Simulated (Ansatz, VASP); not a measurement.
**AgO in VASP and in Ansatz**

INCAR

```
SYSTEM = AgO
PREC = Accurate
ENCUT = 520
EDIFF = 1E-6
ISMEAR = 0
SIGMA = 0.1
LREAL = .FALSE.
LASPH = .TRUE.
NELM = 60
ALGO = Normal
ISIF = 2
LWAVE = .FALSE.
LCHARG = .FALSE.
GGA = PS
NBANDS = 16
```

The input KPOINTS:

```
Automatic mesh
0
G
  16 16 16
  0 0 0
```

The input POSCAR:

```
AgO
1.0
    0.0000000000      2.4172467200      2.4172467200
    2.4172467200      0.0000000000      2.4172467200
    2.4172467200      2.4172467200      0.0000000000
Ag O
1 1
Direct
    0.0000000000      0.0000000000      0.0000000000
    0.7500000000      0.7500000000      0.7500000000
```

Input for Ansatz:

```yaml
crystal:
  lattice:
    - [0.0, 2.41724672, 2.41724672]
    - [2.41724672, 0.0, 2.41724672]
    - [2.41724672, 2.41724672, 0.0]
  atoms:
    - { symbol: Ag, position: [0.0, 0.0, 0.0] }
    - { symbol: O, position: [0.75, 0.75, 0.75] }
basis:
  ecutwfc: 420
kpoints:
  mp_grid: { grid: [16, 16, 16] }
hamiltonian:
  xc: pbesol
scf:
  occupations: { method: gaussian, width: 0.1 }
output:
  forces: true
  stress: true
  eigenvalues: true
```

Alike in both runs: task single point; functional PBEsol; k mesh 16 × 16 × 16; occupations gaussian, width 0.1 eV; no spin polarisation.

|  | VASP | Ansatz |
| --- | --- | --- |
| version | VASP 6.6.1 | Ansatz 0.2.0 |
| potentials or method | VASP PAW PBE potentials, release 64 (Ag, O), cutoff 520 eV | scalar-relativistic, plane waves, PAW |
| valence electrons in the cell | 17 | 25 |

Ansatz gave:

```
gap on the k mesh at the Fermi level (eV) : none
pressure (GPa)                            : 9.2
```

**Question.** What did VASP give for the same quantities?

**Answer.** gap on the k mesh at the Fermi level (eV): none; pressure (GPa): 8.9.

VASP's potentials were made for PBE, not for PBEsol. A gap of «none» marks a metal or a gap that the smearing closes. VASP's potentials hold 17 valence electrons a cell and Ansatz's 25, so a difference there can come from the potentials and not from the codes.
